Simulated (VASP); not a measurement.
# ZnF2 (P4_2/mnm) in VASP: a series of runs

Runs on ZnF2. Level: PBE. Tasks: single point.

All numbers are computed with VASP 6.6.1; they aren't measurements. Logs are shortened: lines on timing, memory, paths and dates and some standing lists are left out, and cuts for length are marked.

## (1) The cell of the first run

It takes space group P4_2/mnm (No. 136, tetragonal). Conventional cell: a = 4.702 Å, b = 4.702 Å, c = 3.111 Å, α = 90.00°, β = 90.00°, γ = 90.00°. Zn (site symmetry mmm) has 6 F at 2.02 to 2.03 Å within 2.7 Å. F (site symmetry m2m) has 3 Zn at 2.02 to 2.03 Å and 1 F at 2.60 Å within 2.7 Å.

## (2) Single point, PBE (11.46 Å³/atom)

Contents of INCAR:

```
ALGO = Normal ; EDIFF = 1E-6
ENCUT = 600 ; GGA = PE
GGA_COMPAT = False ; ISIF = 2
ISMEAR = 0 ; LASPH = True
LCHARG = True ; LELF = True
LREAL = False ; LVHAR = True
LWAVE = False ; NBANDS = 35
NELM = 120 ; PREC = Accurate
SIGMA = 0.01
```

Contents of KPOINTS:

```
k-points
0
Gamma
  4 4 6
```

Contents of POSCAR:

```
ZnF2
1.0
    4.7020476958      0.0000000000      0.0000000000
    0.0000000000      4.7020476958      0.0000000000
    0.0000000000      0.0000000000      3.1106673521
Zn F
2 4
Direct
    0.0000000000      0.0000000000      0.0000000000
    0.5000000000      0.5000000000      0.5000000000
    0.3043835389      0.3043835389      0.0000000000
    0.1956164611      0.8043835389      0.5000000000
    0.6956164611      0.6956164611      0.0000000000
    0.8043835389      0.1956164611      0.5000000000
```

Potentials or basis: VASP PAW PBE potentials, release 64 (Zn, F).

The run is started by

```
$ cat potpaw_PBE.64/Zn/POTCAR potpaw_PBE.64/F/POTCAR > POTCAR
$ mpirun -np 1 vasp_std > vasp.out
```

OUTCAR:

```text
EDIFF = 1E-6
   ENCUT = 600
   GGA = PE
   ISIF = 2
   ISMEAR = 0
   LASPH = True
   LREAL = False
   NELM = 120
   PREC = Accurate

 ion  position               nearest neighbor table
   1  0.000  0.000  0.000-   3 2.02   5 2.02   4 2.03   6 2.03   4 2.03   6 2.03
   2  0.500  0.500  0.500-   4 2.02   6 2.02   5 2.03   3 2.03   3 2.03   5 2.03
   3  0.304  0.304  0.000-   1 2.02   2 2.03   2 2.03
   4  0.196  0.804  0.500-   2 2.02   1 2.03   1 2.03
   5  0.696  0.696  0.000-   1 2.02   2 2.03   2 2.03
   6  0.804  0.196  0.500-   2 2.02   1 2.03   1 2.03

  LATTYP: Found a simple tetragonal cell.
 ALAT       =     4.7020476958
 C/A-ratio  =     0.6615558908

  Lattice vectors:

 A1 = (   4.7020476958,   0.0000000000,   0.0000000000)
 A2 = (   0.0000000000,   4.7020476958,   0.0000000000)
 A3 = (   0.0000000000,   0.0000000000,   3.1106673521)

Analysis of symmetry for initial positions (statically):
=====================================================================
 Subroutine PRICEL returns:
 Original cell was already a primitive cell.

 Routine SETGRP: Setting up the symmetry group for a
 simple tetragonal supercell.

 Subroutine GETGRP returns: Found 16 space group operations
 (whereof  8 operations were pure point group operations)
 out of a pool of 16 trial point group operations.

The static configuration has the point symmetry D_2h.
 The point group associated with its full space group is D_4h.

Analysis of symmetry for dynamics (positions and initial velocities):
=====================================================================
 Subroutine PRICEL returns:
 Original cell was already a primitive cell.

 Routine SETGRP: Setting up the symmetry group for a
 simple tetragonal supercell.

 Subroutine GETGRP returns: Found 16 space group operations
 (whereof  8 operations were pure point group operations)
 out of a pool of 16 trial point group operations.

The dynamic configuration has the point symmetry D_2h.
 The point group associated with its full space group is D_4h.

 Subroutine INISYM returns: Found 16 space group operations
 (whereof  8 operations are pure point group operations),
 and found     1 'primitive' translations

----------------------------------------------------------------------------------------

                                     Primitive cell

  volume of cell :      68.7745

  direct lattice vectors                    reciprocal lattice vectors
     4.702047696  0.000000000  0.000000000     0.212673300  0.000000000  0.000000000
     0.000000000  4.702047696  0.000000000     0.000000000  0.212673300  0.000000000
     0.000000000  0.000000000  3.110667352     0.000000000  0.000000000  0.321474426

  length of vectors
     4.702047696  4.702047696  3.110667352     0.212673300  0.212673300  0.321474426

  position of ions in fractional coordinates (direct lattice)
     0.000000000  0.000000000  0.000000000
     0.500000000  0.500000000  0.500000000
     0.304383539  0.304383539  0.000000000
     0.195616461  0.804383539  0.500000000
     0.695616461  0.695616461  0.000000000
     0.804383539  0.195616461  0.500000000

  ion indices of the primitive-cell ions
   primitive index   ion index
                 1           1
                 2           2
                 3           3
                 4           4
                 5           5
                 6           6

----------------------------------------------------------------------------------------

 KPOINTS: k-points

Automatic generation of k-mesh.
 Grid dimensions read from file:
 generate k-points for:    4    4    6

 Generating k-lattice:

  Cartesian coordinates                     Fractional coordinates (reciprocal lattice)
     0.053168325  0.000000000  0.000000000     0.250000000  0.000000000  0.000000000
     0.000000000  0.053168325  0.000000000     0.000000000  0.250000000  0.000000000
     0.000000000  0.000000000  0.053579071     0.000000000  0.000000000  0.166666667

  Length of vectors
     0.053168325  0.053168325  0.053579071

  Shift w.r.t. Gamma in fractional coordinates (k-lattice)
     0.000000000  0.000000000  0.000000000

 Subroutine IBZKPT returns following result:
 ===========================================

 Found     24 irreducible k-points:

 Following reciprocal coordinates:
            Coordinates               Weight
  0.000000  0.000000  0.000000      1.000000
  0.250000  0.000000  0.000000      4.000000
  0.500000  0.000000  0.000000      2.000000
  0.250000  0.250000  0.000000      4.000000
  0.500000  0.250000  0.000000      4.000000
  0.500000  0.500000  0.000000      1.000000
[... 16 lines left out ...]
  0.500000  0.250000  0.500000      4.000000
  0.500000  0.500000  0.500000      1.000000
   k-points           NKPTS =     24   k-points in BZ     NKDIM =     24   number of bands    NBANDS=     35
   number of dos      NEDOS =    301   number of ions     NIONS =      6
   total plane-waves  NPLWV =  44800
   dimension x,y,z NGX =    40 NGY =   40 NGZ =   28
   dimension x,y,z NGXF=    80 NGYF=   80 NGZF=   56
   ions per type =               2   4
   NGX,Y,Z   is equivalent  to a cutoff of  14.14, 14.14, 14.96 a.u.
   NGXF,Y,Z  is equivalent  to a cutoff of  28.28, 28.28, 29.93 a.u.
 SYSTEM =  unknown system
   PREC   = accura    normal or accurate (medium, high low for compatibility)
   ISTART =      0    job   : 0-new  1-cont  2-samecut
   ICHARG =      2    charge: 1-file 2-atom 10-const
   ISPIN  =      1    spin polarized calculation?
   LNONCOLLINEAR =      F non collinear calculations
   LSORBIT =      F    spin-orbit coupling
   LASPH  =      T    aspherical Exc in radial PAW
   ENCUT  =  600.0 eV  44.10 Ry    6.64 a.u.   9.39  9.39  6.21*2*pi/ulx,y,z
   NELM   =    120;   NELMIN=  2; NELMDL= -5     # of ELM steps
   EDIFF  = 0.1E-05   stopping-criterion for ELM
   LREAL  =      F    real-space projection
[... 7 lines left out ...]
   TEBEG  =    0.0;   TEEND  =   0.0 temperature during run
   PSTRESS=    0.0 pullay stress
   NELECT =      52.0000    total number of electrons
   NUPDOWN=      -1.0000    fix difference up-down
   EMIN   =  10.00;   EMAX   =-10.00  energy-range for DOS
   EFERMI =   0.00;   METHOD = LEGACY
   ISMEAR =     0;   SIGMA  =   0.01  broadening in eV -4-tet -1-fermi 0-gaus
   EFERMI_NEDOS =   21; number of points for ismear=-14 and -15
   IALGO  =     38    algorithm
   IMIX   =      4    mixing-type and parameters
     AMIX     =   0.40;   BMIX     =  1.00
     AMIX_MAG =   1.60;   BMIX_MAG =  1.00
  volume/ion in A,a.u.               =      11.46        77.35
  Fermi-wavevector in a.u.,A,eV,Ry     =   1.491420  2.818376 30.263911  2.224335
  Thomas-Fermi vector in A             =   2.604078
   LORBIT       =      0    0 simple, 1 ext, 2 COOP (PROOUT), +10 PAW based schemes
   GGA     = PE    functional components
   LHFCALC =     F    Hartree Fock is set to
   AEXX    =    0.0000 exact exchange contribution
   IVDW    =     0    specifies the selected vdW correction
   LEPSILON=     F    determine dielectric tensor
   LRPA    =     F    only Hartree local field effects (RPA)
 non-spin polarized calculation
 Gauss-broadening in eV      SIGMA  =   0.01
  energy-cutoff  :      600.00
  volume of cell :       68.77
 maximum number of plane-waves:      2317
 NGX is ok and might be reduce to    40
   NGX = 19   NGY = 19   NGZ = 13

 number of electron      52.0000007 magnetization

 Free energy of the ion-electron system (eV)
  ---------------------------------------------------
  ext. energy  EPLUGINS =         0.00000000
  ---------------------------------------------------
  free energy    TOTEN  =       -23.13149082 eV

  energy without entropy =      -23.13149082  energy(sigma->0) =      -23.13149082

 E-fermi :  -0.9548     XC(G=0): -10.3176

 val. band max:       -1.0535309930   @ k =   0.0000   0.0000   0.0000
 cond. band min:       2.5090670605   @ k =   0.0000   0.0000   0.0000
 fundamental gap:      3.5625980535
 Fermi energy:        -0.9548429951

 k-point     1 :       0.0000    0.0000    0.0000
  band No.  band energies     occupation
      1     -23.0154      2.00000
      2     -22.2201      2.00000
      3     -22.2201      2.00000
      4     -22.1961      2.00000
      5      -7.3637      2.00000
      6      -6.4576      2.00000
[... 27 lines left out ...]
     34      13.9769      0.00000
     35      13.9849      0.00000

 k-point     2 :       0.2500    0.0000    0.0000
  band No.  band energies     occupation
      1     -22.9205      2.00000
      2     -22.4010      2.00000
      3     -22.2009      2.00000
      4     -22.1416      2.00000
      5      -7.0742      2.00000
      6      -6.3792      2.00000
[... 27 lines left out ...]
     34      14.9298      0.00000
     35      14.9884      0.00000

 k-point     3 :       0.5000    0.0000    0.0000
  band No.  band energies     occupation
      1     -22.6783      2.00000
      2     -22.6783      2.00000
      3     -22.1597      2.00000
      4     -22.1597      2.00000
      5      -6.4760      2.00000
      6      -6.4760      2.00000
[... 27 lines left out ...]
     34      14.5910      0.00000
     35      15.8248      0.00000
[... 723 lines left out ...]
 k-point    23 :       0.5000    0.2500    0.5000
  band No.  band energies     occupation
      1     -22.3900      2.00000
      2     -22.3900      2.00000
      3     -22.2170      2.00000
      4     -22.2170      2.00000
      5      -6.4803      2.00000
      6      -6.4803      2.00000
[... 27 lines left out ...]
     34      12.5826      0.00000
     35      15.2003      0.00000

 k-point    24 :       0.5000    0.5000    0.5000
  band No.  band energies     occupation
      1     -22.3953      2.00000
      2     -22.3953      2.00000
      3     -22.2088      2.00000
      4     -22.2088      2.00000
      5      -6.6231      2.00000
      6      -6.6231      2.00000
[... 27 lines left out ...]
     34      11.7183      0.00000
     35      16.1512      0.00000

------------------------ aborting loop because EDIFF is reached ----------------------------------------

  FORCE on cell =-STRESS in cart. coord.  units (eV):
  Direction    XX          YY          ZZ          XY          YZ          ZX
  --------------------------------------------------------------------------------------
  -------------------------------------------------------------------------------------
  Total        3.1510741      3.1510741      4.0167384      0.0000000      0.0000000      0.0000000
  in kB       73.4076907     73.4076907     93.5742811      0.0000000      0.0000000      0.0000000
  external PRESSURE =      80.1298875 kB  Pullay stress =       0.0000000 kB

 VOLUME and BASIS-vectors are now :
 -----------------------------------------------------------------------------
  energy-cutoff  :      600.00
  volume of cell :       68.77
      direct lattice vectors                 reciprocal lattice vectors
     4.702047696  0.000000000  0.000000000     0.212673300  0.000000000  0.000000000
     0.000000000  4.702047696  0.000000000     0.000000000  0.212673300  0.000000000
     0.000000000  0.000000000  3.110667352     0.000000000  0.000000000  0.321474426

 POSITION                                       TOTAL-FORCE (eV/Angst)
 -----------------------------------------------------------------------------------
      0.00000      0.00000      0.00000         0.000000     -0.000000      0.000000
      2.35102      2.35102      1.55533         0.000000     -0.000000      0.000000
      1.43123      1.43123      0.00000        -0.097913     -0.097913     -0.000000
      0.91980      3.78225      1.55533         0.097913     -0.097913     -0.000000
      3.27082      3.27082      0.00000         0.097913      0.097913      0.000000
      3.78225      0.91980      1.55533        -0.097913      0.097913      0.000000
 -----------------------------------------------------------------------------------
    total drift:                                0.000000     -0.000000     -0.000000

  FREE ENERGIE OF THE ION-ELECTRON SYSTEM (eV)
  ---------------------------------------------------
  free  energy   TOTEN  =       -23.1314908228 eV

  energy  without entropy=      -23.1314908228  energy(sigma->0) =      -23.13149082
```

It took 45 s on 1 thread of AMD EPYC 9R14 (Zen 4), shared host; peak memory 0.19 GiB.

What came out:

```
Free energy            : -23.1315 eV
Pressure               : 8.0 GPa
Largest force          : 0.138 eV/Å
Band gap on the k mesh : 3.56 eV
```

Forces on the atoms (eV/Å):
```
Zn   0.000  0.000  0.000
Zn   0.000  0.000  0.000
F   -0.098 -0.098  0.000
F    0.098 -0.098  0.000
F    0.098  0.098  0.000
F   -0.098  0.098  0.000
```

Caveat: the cell stands under pressure.

## (3) Single point, PBE (11.83 Å³/atom)

This run uses another cell than the first one, of 11.83 Å³/atom.

Contents of INCAR:

```
SYSTEM = ZnF2
PREC     = Accurate       ! precision mode
ENCUT    = 600            ! plane-wave cutoff, eV
EDIFF    = 1E-6           ! SCF threshold, eV
ISMEAR   = 0              ! smearing method
SIGMA    = 0.01           ! smearing width, eV
LREAL    = .False.        ! projectors in reciprocal space
LASPH    = .True.         ! aspherical terms in the spheres
NELM     = 120            ! most SCF steps
ALGO     = Normal         ! electronic algorithm
ISIF     = 2              ! what is computed and relaxed
LWAVE    = .False.        ! write WAVECAR
LCHARG   = .False.        ! write CHGCAR
GGA      = PE             ! functional
NBANDS   = 35             ! bands
GGA_COMPAT= .False.
```

Contents of KPOINTS:

```
Automatic mesh
0
Gamma
  4 4 6
  0 0 0
```

POSCAR: that of step 2 with these lines changed.

```diff
@@ -2,5 +2,5 @@
 1.0
-    4.7020476958      0.0000000000      0.0000000000
-    0.0000000000      4.7020476958      0.0000000000
-    0.0000000000      0.0000000000      3.1106673521
+    4.7515465722      0.0000000000      0.0000000000
+    0.0000000000      4.7515465722      0.0000000000
+    0.0000000000      0.0000000000      3.1434136254
 Zn F
```

Potentials or basis: VASP PAW PBE potentials, release 64 (Zn, F).

The run is started by

```
$ cat potpaw_PBE.64/Zn/POTCAR potpaw_PBE.64/F/POTCAR > POTCAR
$ mpirun -np 1 vasp_std > vasp.out
```

It took 47 s on 1 thread of AMD EPYC 9R14 (Zen 4), shared host; peak memory 0.19 GiB.

It converged, with:

- Free energy: -23.2178 eV
- Pressure: 3.9 GPa
- Largest force: 0.072 eV/Å
- Band gap on the k mesh: 3.51 eV

Forces in eV/Å, atoms in the order of the input:
```
Zn   0.000  0.000  0.000
Zn   0.000  0.000  0.000
F   -0.051 -0.051  0.000
F    0.051 -0.051  0.000
F    0.051  0.051  0.000
F   -0.051  0.051  0.000
```

Stress tensor (GPa, compression positive):
```
3.57 0.00 0.00
0.00 3.57 0.00
0.00 0.00 4.64
```

Levels at points of the mesh, in eV from the valence-band top:
| k point | band 23 | band 24 | band 25 | band 26 | band 27 | band 28 | band 29 | band 30 |
| --- | --- | --- | --- | --- | --- | --- | --- | --- |
| (0.00, 0.00, 0.00) | -1.05 | -0.26 | -0.26 | 0.00 | 3.51 | 9.23 | 9.69 | 9.69 |
| (0.50, 0.00, 0.00) | -0.60 | -0.60 | -0.34 | -0.34 | 6.07 | 6.07 | 10.59 | 10.59 |
| (0.50, 0.50, 0.00) | -1.15 | -1.15 | -0.28 | -0.28 | 6.95 | 6.95 | 9.20 | 9.20 |
| (0.00, 0.00, 0.50) | -1.25 | -1.25 | -1.14 | -1.14 | 8.22 | 8.22 | 11.88 | 11.88 |
| (0.50, 0.00, 0.50) | -1.23 | -1.23 | -0.02 | -0.02 | 8.70 | 8.70 | 10.35 | 10.35 |
| (0.50, 0.50, 0.50) | -1.14 | -1.14 | -0.78 | -0.78 | 8.05 | 8.05 | 11.50 | 11.50 |

Caveat: the cell stands under pressure.

## (4) Single point, PBE

This run uses another cell than the first one, of 12.19 Å³/atom.

Contents of INCAR:

```
ALGO = Normal
EDIFF = 1E-6
ENCUT = 600
GGA = PE
GGA_COMPAT = F
ISIF = 2
ISMEAR = 0
LASPH = T
LCHARG = F
LREAL = F
LWAVE = F
NBANDS = 35
NELM = 120
PREC = Accurate
SIGMA = 0.01
```

Contents of KPOINTS:

```
k-points
0
Gamma
  4 4 6
```

POSCAR: that of step 3 with these lines changed.

```diff
@@ -2,5 +2,5 @@
 1.0
-    4.7515465722      0.0000000000      0.0000000000
-    0.0000000000      4.7515465722      0.0000000000
-    0.0000000000      0.0000000000      3.1434136254
+    4.8000350903      0.0000000000      0.0000000000
+    0.0000000000      4.8000350903      0.0000000000
+    0.0000000000      0.0000000000      3.1754914901
 Zn F
```

The run is started by

```
$ cat potpaw_PBE.64/Zn/POTCAR potpaw_PBE.64/F/POTCAR > POTCAR
$ mpirun -np 1 vasp_std > vasp.out
```

Run time: 56 s. Hardware: 1 thread of AMD EPYC 9R14 (Zen 4), shared host; peak memory 0.19 GiB.

The run converged. Its results:

```
Free energy            : -23.2525 eV
Pressure               : 0.3 GPa
Largest force          : 0.014 eV/Å
Band gap on the k mesh : 3.46 eV
```

Forces on the atoms (eV/Å):
```
Zn   0.000  0.000  0.000
Zn   0.000  0.000  0.000
F   -0.010 -0.010  0.000
F    0.010 -0.010  0.000
F    0.010  0.010  0.000
F   -0.010  0.010  0.000
```

Stress tensor (GPa, compression positive):
```
0.25 0.00 0.00
0.00 0.25 0.00
0.00 0.00 0.51
```

Levels at points of the mesh, in eV from the valence-band top:
```csv
k point,band 24,band 25,band 26,band 27,band 28,band 29
"(0.00, 0.00, 0.00)",-0.23,-0.23,0.00,3.46,9.03,9.67
"(0.50, 0.00, 0.00)",-0.55,-0.30,-0.30,5.97,5.97,10.54
"(0.50, 0.50, 0.00)",-1.03,-0.25,-0.25,6.80,6.80,9.17
"(0.00, 0.00, 0.50)",-1.14,-1.09,-1.09,8.06,8.06,11.75
"(0.50, 0.00, 0.50)",-1.12,0.00,0.00,8.50,8.50,10.29
"(0.50, 0.50, 0.50)",-1.09,-0.74,-0.74,7.89,7.89,11.48
```

## (5) Summary

```tsv
cell	gap on the mesh (eV)	pressure (GPa)	largest force (eV/Å)
a = 4.702, b = 4.702, c = 3.111 Å, 6 atoms	3.56	8.0	0.14
a = 4.752, b = 4.752, c = 3.143 Å, 6 atoms	3.51	3.9	0.07
a = 4.800, b = 4.800, c = 3.175 Å, 6 atoms	3.46	0.3	0.01
```

Alike in all rows: task single point; level PBE; potentials or basis VASP PAW PBE potentials, release 64 (Zn, F); no spin polarisation; k mesh 4 × 4 × 6; cutoff (eV) 600; smearing gaussian 0.01 eV.

Caveats: the cell stands under pressure (at least some runs).

Total energies depend on the potentials used, so only differences within one code and one set of settings carry meaning.
